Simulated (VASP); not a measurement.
# P (Pm-3m) in VASP: a series of runs

P is run at these levels: PBE; tasks: relaxation of cell and atoms.

All numbers are computed with VASP 6.6.1; they aren't measurements. Logs are shortened: lines on timing, memory, paths and dates and some standing lists are left out, and cuts for length are marked.

## 1. The cell of the first run

It takes space group Pm-3m (No. 221, cubic). Conventional cell: a = 2.432 Å, b = 2.432 Å, c = 2.432 Å, α = 90.00°, β = 90.00°, γ = 90.00°. P (site symmetry m-3m) has 6 P at 2.43 Å within 3.2 Å.

This isn't the form of P at room conditions, which is orthorhombic.

## 2. Relaxation of cell and atoms, PBE, target pressure 2.2 GPa, at which the enthalpy is minimised

File INCAR:

```
PREC = Accurate
ENCUT = 600
EDIFF = 1E-6
ISMEAR = -1
SIGMA = 0.05
LREAL = False
LASPH = True
NELM = 100
ALGO = Normal
ISIF = 3
LWAVE = False
LCHARG = False
GGA = PE
IBRION = 2
NSW = 32
EDIFFG = -0.005
PSTRESS = 22.0
```

File KPOINTS:

```
regular mesh
0
Gamma
  15 15 15
```

File POSCAR:

```
P
1.0
    2.4316398086      0.0000000000      0.0000000000
    0.0000000000      2.4316398086      0.0000000000
    0.0000000000      0.0000000000      2.4316398086
P
1
Direct
    0.0000000000      0.0000000000      0.0000000000
```

Potentials or basis: VASP PAW PBE potentials, release 64 (P).

Started as:

```console
$ cat potpaw_PBE.64/P/POTCAR > POTCAR
$ mpirun -np 1 vasp_std > vasp.out
```

OUTCAR:

```text
PREC = Accurate
   ENCUT = 600
   EDIFF = 1E-6
   ISMEAR = -1
   LREAL = False
   LASPH = True
   NELM = 100
   ISIF = 3
   GGA = PE
   IBRION = 2
   NSW = 32
   EDIFFG = -0.005
   PSTRESS = 22.0

 ion  position               nearest neighbor table
   1  0.000  0.000  0.000-

  LATTYP: Found a simple cubic cell.
 ALAT       =     2.4316398086

  Lattice vectors:

 A1 = (   2.4316398086,   0.0000000000,   0.0000000000)
 A2 = (   0.0000000000,   2.4316398086,   0.0000000000)
 A3 = (   0.0000000000,   0.0000000000,   2.4316398086)

Analysis of symmetry for initial positions (statically):
=====================================================================
 Subroutine PRICEL returns:
 Original cell was already a primitive cell.

 Routine SETGRP: Setting up the symmetry group for a
 simple cubic supercell.

 Subroutine GETGRP returns: Found 48 space group operations
 (whereof 48 operations were pure point group operations)
 out of a pool of 48 trial point group operations.

The static configuration has the point symmetry O_h .

Analysis of symmetry for dynamics (positions and initial velocities):
=====================================================================
 Subroutine PRICEL returns:
 Original cell was already a primitive cell.

 Routine SETGRP: Setting up the symmetry group for a
 simple cubic supercell.

 Subroutine GETGRP returns: Found 48 space group operations
 (whereof 48 operations were pure point group operations)
 out of a pool of 48 trial point group operations.

The dynamic configuration has the point symmetry O_h .

 Subroutine INISYM returns: Found 48 space group operations
 (whereof 48 operations are pure point group operations),
 and found     1 'primitive' translations

----------------------------------------------------------------------------------------

                                     Primitive cell

  volume of cell :      14.3780

  direct lattice vectors                    reciprocal lattice vectors
     2.431639809  0.000000000  0.000000000     0.411245118  0.000000000  0.000000000
     0.000000000  2.431639809  0.000000000     0.000000000  0.411245118  0.000000000
     0.000000000  0.000000000  2.431639809     0.000000000  0.000000000  0.411245118

  length of vectors
     2.431639809  2.431639809  2.431639809     0.411245118  0.411245118  0.411245118

[... 86 lines left out ...]
   POTIM  = 0.5000    time-step for ionic-motion
   TEBEG  =    0.0;   TEEND  =   0.0 temperature during run
   PSTRESS=   22.0 pullay stress
   NELECT =       5.0000    total number of electrons
   NUPDOWN=      -1.0000    fix difference up-down
   EMIN   =  10.00;   EMAX   =-10.00  energy-range for DOS
   EFERMI =   0.00;   METHOD = LEGACY
   ISMEAR =    -1;   SIGMA  =   0.05  broadening in eV -4-tet -1-fermi 0-gaus
   EFERMI_NEDOS =   21; number of points for ismear=-14 and -15
   IALGO  =     38    algorithm
   IMIX   =      4    mixing-type and parameters
     AMIX     =   0.40;   BMIX     =  1.00
     AMIX_MAG =   1.60;   BMIX_MAG =  1.00
  volume/ion in A,a.u.               =      14.38        97.03
  Fermi-wavevector in a.u.,A,eV,Ry     =   1.151239  2.175527 18.032506  1.325352
  Thomas-Fermi vector in A             =   2.287898
   LORBIT       =      0    0 simple, 1 ext, 2 COOP (PROOUT), +10 PAW based schemes
   GGA     = PE    functional components
   LHFCALC =     F    Hartree Fock is set to
   AEXX    =    0.0000 exact exchange contribution
   IVDW    =     0    specifies the selected vdW correction
   LEPSILON=     F    determine dielectric tensor
   LRPA    =     F    only Hartree local field effects (RPA)
 conjugate gradient relaxation of ions
 non-spin polarized calculation
  energy-cutoff  :      600.00
  volume of cell :       14.38
 maximum number of plane-waves:       493
 NGX is ok and might be reduce to    20
   NGX =  9   NGY =  9   NGZ =  9

--------------------------------------- Ionic step        1  -------------------------------------------

 number of electron       5.0000001 magnetization

 Free energy of the ion-electron system (eV)
  ---------------------------------------------------
  ext. energy  EPLUGINS =         0.00000000
  ---------------------------------------------------
  free energy    TOTEN  =        -5.26836010 eV

  energy without entropy =       -5.26454137  energy(sigma->0) =       -5.26645074

------------------------ aborting loop because EDIFF is reached ----------------------------------------

  FORCE on cell =-STRESS in cart. coord.  units (eV):
  Direction    XX          YY          ZZ          XY          YZ          ZX
  --------------------------------------------------------------------------------------
  -------------------------------------------------------------------------------------
  Total        0.1727215      0.1727215      0.1727215     -0.0000000     -0.0000000     -0.0000000
  in kB       19.2468372     19.2468372     19.2468372     -0.0000000     -0.0000000     -0.0000000
  external PRESSURE =      -2.7531628 kB  Pullay stress =      22.0000000 kB
[... 61 lines left out ...]
--------------------------------------- Ionic step        3  -------------------------------------------

 number of electron       5.0000001 magnetization

 Free energy of the ion-electron system (eV)
  ---------------------------------------------------
  ext. energy  EPLUGINS =         0.00000000
  ---------------------------------------------------
  free energy    TOTEN  =        -5.26795875 eV

  energy without entropy =       -5.26414162  energy(sigma->0) =       -5.26605018

 E-fermi :   9.9523     XC(G=0): -11.3421

 val. band max:        9.8686470862   @ k =   0.2667   0.2000   0.2000
 cond. band min:       9.9699838238   @ k =   0.4667   0.2667   0.2667
 fundamental gap:      0.1013367375
 Fermi energy:         9.9522885147

 k-point     1 :       0.0000    0.0000    0.0000
  band No.  band energies     occupation
      1      -6.7938      2.00000
      2      14.9588      0.00000
      3      14.9588      0.00000
      4      14.9588      0.00000
      5      16.6416      0.00000
      6      16.6416      0.00000
[... 199 lines left out ...]
 k-point    24 :       0.3333    0.2000    0.0000
  band No.  band energies     occupation
      1      -3.4083      2.00000
      2       4.9838      2.00000
      3      10.6656      0.00000
      4      17.4785      0.00000
      5      19.7589      0.00000
      6      22.4375      0.00000

 [... further k-points ...]

------------------------ aborting loop because EDIFF is reached ----------------------------------------

  FORCE on cell =-STRESS in cart. coord.  units (eV):
  Direction    XX          YY          ZZ          XY          YZ          ZX
  --------------------------------------------------------------------------------------
  -------------------------------------------------------------------------------------
  Total        0.1971779      0.1971779      0.1971779     -0.0000000     -0.0000000      0.0000000
  in kB       22.0199648     22.0199648     22.0199648     -0.0000000     -0.0000000      0.0000000
  external PRESSURE =       0.0199648 kB  Pullay stress =      22.0000000 kB
[... 20 lines left out ...]
  energy  without entropy=       -5.2641416213  energy(sigma->0) =       -5.26605018

  enthalpy is  TOTEN    =        -5.0709596018 eV   P V=        0.1969991443

 reached required accuracy - stopping structural energy minimisation
```

Run time: 17 s. Hardware: 1 thread of Intel Xeon 8259CL, shared host; peak memory 0.13 GiB.

Results:

```
Free energy                                                : -5.2680 eV
Relaxed volume                                             : 14.35 Å³/atom
Relaxed cell                                               : a = 2.430 Å, b = 2.430 Å, c = 2.430 Å, α = 90.00°, β = 90.00°, γ = 90.00°
Space group after relaxing (to 0.1 Å)                      : Pm-3m (No. 221)
Energy change on relaxing (the run minimises the enthalpy) : +0.4 meV/atom
Ionic steps                                                : 3
Pressure after relaxing                                    : 2.2 GPa
Band gap on the k mesh                                     : zero (an odd number of electrons rules out a gap without spin polarisation)
```

The path:
| step | energy change (eV) | largest force (eV/Å) | pressure (GPa) | volume (Å³) |
| --- | --- | --- | --- | --- |
| 1 | 0.0000 | 0.0000 | 1.92 | 14.38 |
| 2 | 0.0007 | 0.0000 | 2.38 | 14.33 |
| 3 | 0.0004 | 0.0000 | 2.20 | 14.35 |

Final structure:
```cif
data_structure
_symmetry_space_group_name_H-M 'P 1'
_symmetry_Int_Tables_number 1
_cell_length_a 2.4299
_cell_length_b 2.4299
_cell_length_c 2.4299
_cell_angle_alpha 90.000
_cell_angle_beta 90.000
_cell_angle_gamma 90.000
_cell_volume 14.35
loop_
_atom_site_label
_atom_site_type_symbol
_atom_site_fract_x
_atom_site_fract_y
_atom_site_fract_z
_atom_site_occupancy
P1 P 0.00000 0.00000 0.00000 1
```

Levels at points of the mesh, in eV from the Fermi level:
| k point | band 1 | band 2 | band 3 | band 4 | band 5 | band 6 |
| --- | --- | --- | --- | --- | --- | --- |
| (0.00, 0.00, 0.00) | -16.75 | 5.01 | 5.01 | 5.01 | 6.69 | 6.69 |

Caveat: the cell is relaxed towards a set pressure, so the run minimises the enthalpy, not the energy.

[end of part 1 of 2]
